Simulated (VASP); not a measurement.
KBr: single point with PBE+D3(BJ)

KBr:

```xyz
2
Lattice="0.0000 3.2326 3.2326 3.2326 0.0000 3.2326 3.2326 3.2326 0.0000" Properties=species:S:1:pos:R:3 pbc="T T T"
Br    3.2326    3.2326    3.2326
K     0.0000    0.0000    0.0000
```

```
Program                : VASP 6.6.1
Task                   : single point
Functional             : PBE
Dispersion             : D3(BJ)
Potentials or basis    : VASP PAW PBE potentials, release 64 (Br, K_sv)
Cutoff                 : 520 eV
k mesh                 : 7 × 7 × 7
Occupations            : fermi-dirac, width 0.05 eV
Spin                   : no spin polarisation
Dipole correction      : no
Further INCAR settings : ALGO = Normal; EDIFF = 1e-07; NBANDS = 15
```

| Quantity | Value |
| --- | --- |
| Pressure | 0.9 GPa |
| Band gap on the k mesh | 4.61 eV, direct |
| Dispersion energy per atom | -0.221 eV |

Levels at points of the mesh, in eV from the valence-band top:
| k point | band 6 | band 7 | band 8 | band 9 | band 10 | band 11 |
| --- | --- | --- | --- | --- | --- | --- |
| (0.00, 0.00, 0.00) | 0.00 | 0.00 | 0.00 | 4.61 | 7.61 | 7.61 |

Run time: 15 s on 1 thread of Intel(R) Xeon(R) Platinum 8488C (Sapphire Rapids), with other jobs on the host, peak memory 0.21 GiB.

PBE gaps usually lie below the measured ones, often by a third to a half.
